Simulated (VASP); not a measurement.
# Ti3Al (Pm) in VASP: single point with LDA

Aim: the single point of Ti3Al with LDA.

All numbers are computed with VASP 6.6.1; they aren't measurements. Logs are shortened: lines on timing, memory, paths and dates and some standing lists are left out, and cuts for length are marked.

## (1) The cell of the first run

Symmetry: Pm, No. 6, monoclinic system. Conventional cell: a = 2.861 Å, b = 9.051 Å, c = 2.861 Å, α = 90.00°, β = 120.00°, γ = 90.00°. Ti (site symmetry m) has 12 Ti at 2.54 to 3.04 Å within 3.3 Å. Within 3.3 Å of Ti (site symmetry 1) lie 9 Ti at 2.54 to 3.04 Å and 3 Al at 2.78 to 2.86 Å. Within 3.7 Å of Al (site symmetry m) lie 6 Ti at 2.78 to 2.86 Å and 6 Al at 2.86 Å.

## (2) Single point, LDA (atoms displaced along several vibrational modes)

INCAR

```
PREC = Accurate
ENCUT = 520
EDIFF = 1E-6
ISMEAR = 0
SIGMA = 0.15
LREAL = False
LASPH = True
NELM = 80
ALGO = Fast
ISIF = 2
LWAVE = False
LCHARG = False
NBANDS = 28
```

KPOINTS

```
regular mesh
0
Gamma
  15 15 6
```

POSCAR

```
Ti3Al
1.0
    2.8609400907      0.0000000000      0.0000000000
   -1.4304700453      2.4776467973      0.0000000000
    0.0000000000      0.0000000000      9.0513401041
Ti Al
3 1
Direct
    0.6276656651      0.4398860511      0.0000000000
    0.3468448499      0.6297525170      0.7515223620
    0.3468448499      0.6297525170      0.2484776380
    0.6879163600      0.2752780916      0.5000000000
```

Potentials or basis: VASP PAW LDA potentials, release 64 (Ti_sv, Al).

Run with:

```
cat potpaw_LDA.64/Ti_sv/POTCAR potpaw_LDA.64/Al/POTCAR > POTCAR
mpirun -np 1 vasp_std > vasp.out
```

OUTCAR:

```text
PREC = Accurate
   ENCUT = 520
   EDIFF = 1E-6
   ISMEAR = 0
   LREAL = False
   LASPH = True
   NELM = 80
   ISIF = 2

 ion  position               nearest neighbor table
   1  0.628  0.440  0.000-   2 2.54   3 2.54   2 2.91   3 2.91
   2  0.347  0.630  0.752-   1 2.54   4 2.78   4 2.80   4 2.86   1 2.91
   3  0.347  0.630  0.248-   1 2.54   4 2.78   4 2.80   4 2.86   1 2.91
   4  0.688  0.275  0.500-   2 2.78   3 2.78   2 2.80   3 2.80   2 2.86   3 2.86

  LATTYP: Found a hexagonal cell.
 ALAT       =     2.8609400907
 C/A-ratio  =     3.1637642933

  Lattice vectors:

 A1 = (   2.8609400907,   0.0000000000,   0.0000000000)
 A2 = (  -1.4304700453,   2.4776467973,   0.0000000000)
 A3 = (   0.0000000000,   0.0000000000,   9.0513401041)

Analysis of symmetry for initial positions (statically):
=====================================================================
 Subroutine PRICEL returns:
 Original cell was already a primitive cell.

 Routine SETGRP: Setting up the symmetry group for a
 hexagonal supercell.

 Subroutine GETGRP returns: Found  2 space group operations
 (whereof  2 operations were pure point group operations)
 out of a pool of 24 trial point group operations.

The static configuration has the point symmetry C_1h.

Analysis of symmetry for dynamics (positions and initial velocities):
=====================================================================
 Subroutine PRICEL returns:
 Original cell was already a primitive cell.

 Routine SETGRP: Setting up the symmetry group for a
 hexagonal supercell.

 Subroutine GETGRP returns: Found  2 space group operations
 (whereof  2 operations were pure point group operations)
 out of a pool of 24 trial point group operations.

The dynamic configuration has the point symmetry C_1h.

 Subroutine INISYM returns: Found  2 space group operations
 (whereof  2 operations are pure point group operations),
 and found     1 'primitive' translations

----------------------------------------------------------------------------------------

                                     Primitive cell

  volume of cell :      64.1595

  direct lattice vectors                    reciprocal lattice vectors
[... 88 lines left out ...]
   LASPH  =      T    aspherical Exc in radial PAW
   ENCUT  =  520.0 eV  38.22 Ry    6.18 a.u.   5.32  5.32 16.83*2*pi/ulx,y,z
   NELM   =     80;   NELMIN=  2; NELMDL= -5     # of ELM steps
   EDIFF  = 0.1E-05   stopping-criterion for ELM
   LREAL  =      F    real-space projection
   EDIFFG = 0.1E-04   stopping-criterion for IOM
   NSW    =      0    number of steps for IOM
   IBRION =     -1    ionic relax: 0-MD 1-quasi-New 2-CG
   NFREE  =      0    steps in history (QN), initial steepest desc. (CG)
   ISIF   =      2    stress and relaxation
   ISYM   =      2    0-nonsym 1-usesym 2-fastsym
   POTIM  = 0.5000    time-step for ionic-motion
   TEBEG  =    0.0;   TEEND  =   0.0 temperature during run
   PSTRESS=    0.0 pullay stress
   NELECT =      39.0000    total number of electrons
   NUPDOWN=      -1.0000    fix difference up-down
   EMIN   =  10.00;   EMAX   =-10.00  energy-range for DOS
   EFERMI =   0.00;   METHOD = LEGACY
   ISMEAR =     0;   SIGMA  =   0.15  broadening in eV -4-tet -1-fermi 0-gaus
   EFERMI_NEDOS =   21; number of points for ismear=-14 and -15
   IALGO  =     68    algorithm
   IMIX   =      4    mixing-type and parameters
     AMIX     =   0.40;   BMIX     =  1.00
     AMIX_MAG =   1.60;   BMIX_MAG =  1.00
  volume/ion in A,a.u.               =      16.04       108.24
  Fermi-wavevector in a.u.,A,eV,Ry     =   1.386786  2.620645 26.166378  1.923175
  Thomas-Fermi vector in A             =   2.511069
   LORBIT       =      0    0 simple, 1 ext, 2 COOP (PROOUT), +10 PAW based schemes
   GGA     = CA    functional components
   LHFCALC =     F    Hartree Fock is set to
   AEXX    =    0.0000 exact exchange contribution
   IVDW    =     0    specifies the selected vdW correction
   LEPSILON=     F    determine dielectric tensor
   LRPA    =     F    only Hartree local field effects (RPA)
 non-spin polarized calculation
 RMM-DIIS sequential band-by-band and
 Gauss-broadening in eV      SIGMA  =   0.15
  energy-cutoff  :      520.00
  volume of cell :       64.16
 maximum number of plane-waves:      1756
 NGX is ok and might be reduce to    24
   NGX = 11   NGY = 11   NGZ = 33

 number of electron      39.0000001 magnetization

 Free energy of the ion-electron system (eV)
  ---------------------------------------------------
  ext. energy  EPLUGINS =         0.00000000
  ---------------------------------------------------
  free energy    TOTEN  =       -30.20321318 eV

  energy without entropy =      -30.15046645  energy(sigma->0) =      -30.17683981

 E-fermi :   8.3974     XC(G=0): -11.7377

 val. band max:        8.3957931458   @ k =   0.0667   0.4000   0.5000
 cond. band min:       8.3977793861   @ k =  -0.4667   0.3333   0.0000
 fundamental gap:      0.0019862403
 Fermi energy:         8.3973902501

 k-point     1 :       0.0000    0.0000    0.0000
  band No.  band energies     occupation
      1     -47.4448      2.00000
      2     -47.3878      2.00000
      3     -47.2382      2.00000
      4     -24.4988      2.00000
      5     -24.1368      2.00000
      6     -23.7063      2.00000
[... 733 lines left out ...]
     27      10.9874      0.00000
     28      11.2478      0.00000

 [... further k-points ...]

------------------------ aborting loop because EDIFF is reached ----------------------------------------

  FORCE on cell =-STRESS in cart. coord.  units (eV):
  Direction    XX          YY          ZZ          XY          YZ          ZX
  --------------------------------------------------------------------------------------
  -------------------------------------------------------------------------------------
  Total       -0.1388228     -0.9691845     -0.2711259     -0.6499315      0.0000000      0.0000000
  in kB       -3.4666519    -24.2022634     -6.7704971    -16.2299467      0.0000000      0.0000000
  external PRESSURE =     -11.4798042 kB  Pullay stress =       0.0000000 kB

 VOLUME and BASIS-vectors are now :
 -----------------------------------------------------------------------------
  energy-cutoff  :      520.00
  volume of cell :       64.16
      direct lattice vectors                 reciprocal lattice vectors
     2.860940091  0.000000000  0.000000000     0.349535456  0.201804390  0.000000000
    -1.430470045  2.477646797  0.000000000     0.000000000  0.403608780  0.000000000
     0.000000000  0.000000000  9.051340104     0.000000000  0.000000000  0.110480878

 POSITION                                       TOTAL-FORCE (eV/Angst)
 -----------------------------------------------------------------------------------
      1.16647      1.08988      0.00000         0.577741     -0.357693      0.000000
      0.09146      1.56030      6.80228        -0.261589      0.131119     -0.006964
      0.09146      1.56030      2.24906        -0.261589      0.131119      0.006964
      1.57431      0.68204      4.52567        -0.054564      0.095455      0.000000
 -----------------------------------------------------------------------------------
    total drift:                                0.000322     -0.000200      0.000000

  FREE ENERGIE OF THE ION-ELECTRON SYSTEM (eV)
  ---------------------------------------------------
  free  energy   TOTEN  =       -30.2032131762 eV

  energy  without entropy=      -30.1504664464  energy(sigma->0) =      -30.17683981
```

OSZICAR:

```text
N       E                     dE             d eps       ncg     rms          rms(c)
DAV:   1     0.468637010704E+03    0.46864E+03   -0.19551E+04 25320   0.163E+03
DAV:   2     0.233385446786E+02   -0.44530E+03   -0.43689E+03 25584   0.500E+02
DAV:   3    -0.282378729338E+02   -0.51576E+02   -0.50178E+02 43848   0.142E+02
[... 33 lines left out ...]
RMM:  37    -0.302032094136E+02   -0.15086E-05   -0.19014E-05 27635   0.146E-02    0.886E-03
RMM:  38    -0.302032107296E+02   -0.13160E-05   -0.16754E-05 27184   0.135E-02    0.908E-03
RMM:  39    -0.302032116844E+02   -0.95484E-06   -0.13341E-05 28234   0.127E-02    0.876E-03
RMM:  40    -0.302032124981E+02   -0.81362E-06   -0.11979E-05 28915   0.122E-02    0.798E-03
RMM:  41    -0.302032131762E+02   -0.67808E-06   -0.97645E-06 27158   0.111E-02
   1 F= -.30203213E+02 E0= -.30176840E+02  d E =-.527467E-01
```

stdout:

```text
POSCAR found type information on POSCAR TiAl
 POSCAR found :  2 types and       4 ions
 scaLAPACK will be used
 LDA part: xc-table for (Slater(with rela. corr.)+CA(PZ))
 , standard interpolation
 POSCAR, INCAR and KPOINTS ok, starting setup
 FFT: planning ... GRIDC
 FFT: planning ... GRID_SOFT
 FFT: planning ... GRID
 WAVECAR not read
 entering main loop
WARNING in EDDRMM: call to ZHEGV failed, returncode =   6  3     24
WARNING in EDDRMM: call to ZHEGV failed, returncode =   6  3     15
WARNING in EDDRMM: call to ZHEGV failed, returncode =   8  4     11
WARNING in EDDRMM: call to ZHEGV failed, returncode =   6  3     13
WARNING in EDDRMM: call to ZHEGV failed, returncode =   8  4     21
WARNING in EDDRMM: call to ZHEGV failed, returncode =   8  4     10
WARNING in EDDRMM: call to ZHEGV failed, returncode =   6  3     11
WARNING in EDDRMM: call to ZHEGV failed, returncode =   8  4     11
WARNING in EDDRMM: call to ZHEGV failed, returncode =   8  4     16
WARNING in EDDRMM: call to ZHEGV failed, returncode =   6  3     12
[... 62 lines left out ...]
WARNING in EDDRMM: call to ZHEGV failed, returncode =   6  3     13
WARNING in EDDRMM: call to ZHEGV failed, returncode =   6  3      5
WARNING in EDDRMM: call to ZHEGV failed, returncode =   8  4     15
WARNING in EDDRMM: call to ZHEGV failed, returncode =   8  4     15
WARNING in EDDRMM: call to ZHEGV failed, returncode =   8  4     11
WARNING in EDDRMM: call to ZHEGV failed, returncode =   8  4      5
WARNING in EDDRMM: call to ZHEGV failed, returncode =   6  3     16
WARNING in EDDRMM: call to ZHEGV failed, returncode =   8  4      9
WARNING in EDDRMM: call to ZHEGV failed, returncode =   6  3      5
WARNING in EDDRMM: call to ZHEGV failed, returncode =   6  3      5
```

It took 56 min on 1 thread of Oxide Virtual Turin-like, shared host; peak memory 0.66 GiB.

What came out:

```yaml
Free_energy: -30.2032 eV
Pressure: -1.1 GPa
Largest_force: 0.680 eV/Å
Band_gap_on_the_k_mesh: zero (an odd number of electrons rules out a gap without spin polarisation)
```

Forces in eV/Å, atoms in the order of the input:
```
Ti   0.578 -0.358  0.000
Ti  -0.262  0.131 -0.007
Ti  -0.262  0.131  0.007
Al  -0.055  0.095  0.000
```

Stress tensor (GPa, compression positive):
```
-0.35 -1.62  0.00
-1.62 -2.42  0.00
 0.00  0.00 -0.68
```

Levels at points of the mesh, in eV from the Fermi level:
```tsv
k point	band 16	band 17	band 18	band 19	band 20	band 21	band 22	band 23	band 24	band 25
(0.00, 0.00, 0.00)	-2.42	-0.83	0.28	0.68	0.96	0.97	1.06	1.22	1.26	1.70
(0.00, 0.00, 0.50)	-3.10	-0.98	0.30	0.54	0.96	0.97	1.10	1.21	1.27	1.71
```

Caveat: the cell differs from its parent crystal (atoms displaced along several vibrational modes).
